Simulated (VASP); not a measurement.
# Mg2B3: relaxation of cell and atoms with PBE

The system is Mg2B3.

```xyz
5
Lattice="4.2953 0.0000 0.0000 0.0000 4.2953 0.0000 0.0000 0.0000 4.2953" Properties=species:S:1:pos:R:3 pbc="T T T"
Mg    2.1476    2.1476    2.1476
Mg    0.0000    0.0000    0.0000
B     0.0000    2.1476    2.1476
B     2.1476    0.0000    2.1476
B     2.1476    2.1476    0.0000
```

The cell was generated, and may not be a known phase.

| Property | Result |
| --- | --- |
| Program | VASP 6.6.1 |
| Task | relaxation of cell and atoms |
| Functional | PBE |
| Potentials or basis | VASP PAW PBE potentials, release 64 (Mg, B) |
| Cutoff | 600 eV |
| k mesh | 10 × 10 × 10 |
| Occupations | gaussian, width 0.1 eV |
| Spin | no spin polarisation |
| Dipole correction | no |
| Further INCAR settings | ALGO = Normal; EDIFF = 1e-06; IBRION = 2; EDIFFG = -0.01; NSW = 100; ISIF = 3 |

```json
{"Pressure after relaxing": "-0.1 GPa", "Band gap on the k mesh": "zero (an odd number of electrons rules out a gap without spin polarisation)"}
```

Final structure:
```xyz
5
Lattice="4.2953 0.0000 0.0000 0.0000 4.2953 0.0000 0.0000 0.0000 4.2953" Properties=species:S:1:pos:R:3 pbc="T T T"
Mg    2.1476    2.1476    2.1476
Mg    0.0000    0.0000    0.0000
B     0.0000    2.1476    2.1476
B     2.1476    0.0000    2.1476
B     2.1476    2.1476    0.0000
```

Levels at points of the mesh, in eV from the Fermi level:
```
           k point  band 4  band 5  band 6  band 7  band 8  band 9
(0.00, 0.00, 0.00)   -2.45   -2.45   -2.45    1.56    2.39    2.39
(0.50, 0.00, 0.00)   -1.51   -1.51    0.18    0.24    0.24    0.55
(0.50, 0.50, 0.00)   -3.55   -0.73   -0.40    0.69    0.69    1.07
(0.50, 0.50, 0.50)   -4.45   -2.71   -2.71   -2.71    0.46    2.74
```

It took 33 s on 1 thread of Intel(R) Xeon(R) Platinum 8488C (Sapphire Rapids), on a shared host, peak memory 0.24 GiB.

Caveat: the relaxation stopped at its first step, so nothing moved.
